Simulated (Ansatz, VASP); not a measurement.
## Mo: VASP beside Ansatz

The input INCAR:

```
SYSTEM = Mo
  PREC = Accurate
  ENCUT = 520
  EDIFF = 1E-6
  ISMEAR = -1
  SIGMA = 0.05
  LREAL = .FALSE.
  LASPH = .TRUE.
  NELM = 100
  ALGO = Normal
  ISIF = 2
  LWAVE = .FALSE.
  LCHARG = .FALSE.
  GGA = PS
  NBANDS = 13
```

File KPOINTS:

```
regular mesh
0
G
  7 7 7
  0 0 0
```

The input POSCAR:

```
Mo
1.0
   -1.5838089719      1.5838089719      1.5838089719
    1.5838089719     -1.5838089719      1.5838089719
    1.5838089719      1.5838089719     -1.5838089719
Mo
1
Direct
    0.0000000000      0.0000000000      0.0000000000
```

Contents of input.yaml:

```yaml
crystal:
  lattice:
    - [-1.5838089719, 1.5838089719, 1.5838089719]
    - [1.5838089719, -1.5838089719, 1.5838089719]
    - [1.5838089719, 1.5838089719, -1.5838089719]
  atoms:
    - { symbol: Mo, position: [0.0, 0.0, 0.0] }
hamiltonian:
  xc: pbesol
  pseudopotentials: { kind: paw }
kpoints:
  mp_grid: { grid: [7, 7, 7] }
  band_path:
    path:
      - [[0.0, 0.0, 0.0], [0.5, -0.5, 0.5], [0.0, 0.0, 0.5], [0.0, 0.0, 0.0], [0.25, 0.25, 0.25], [0.5, -0.5, 0.5]]
      - [[0.25, 0.25, 0.25], [0.0, 0.0, 0.5]]
    npoints: 14
scf:
  occupations: { method: fermi_dirac, width: 0.05 }
  n_extra_bands: 6
output:
  forces: true
  stress: true
  eigenvalues: true
  fatbands: false
```

Alike in both runs: functional PBEsol; k mesh 7 × 7 × 7; occupations fermi-dirac, width 0.05 eV; no spin polarisation.

|  | VASP | Ansatz |
| --- | --- | --- |
| version | VASP 6.6.1 | Ansatz 0.2.0 |
| potentials or method | VASP PAW PBE potentials, release 64 (Mo_sv) | Ansatz PAW |
| plane-wave cutoff (eV) | 520 | 420 |
| valence electrons in the cell | 14 | 14 |
| task | single point | band structure |

|  | VASP | Ansatz | Ansatz less VASP |
| --- | --- | --- | --- |
| gap on the k mesh at the Fermi level (eV) | none | none | - |
| pressure (GPa) | -8.3 | -8.8 | -0.48 |

VASP's potentials were made for PBE, not for PBEsol. A gap of «none» marks a metal or a gap that the smearing closes. The functional is the same, so the differences come from potentials, cutoffs and numerics.

The k mesh is coarse, so the values compare programs but aren't converged.
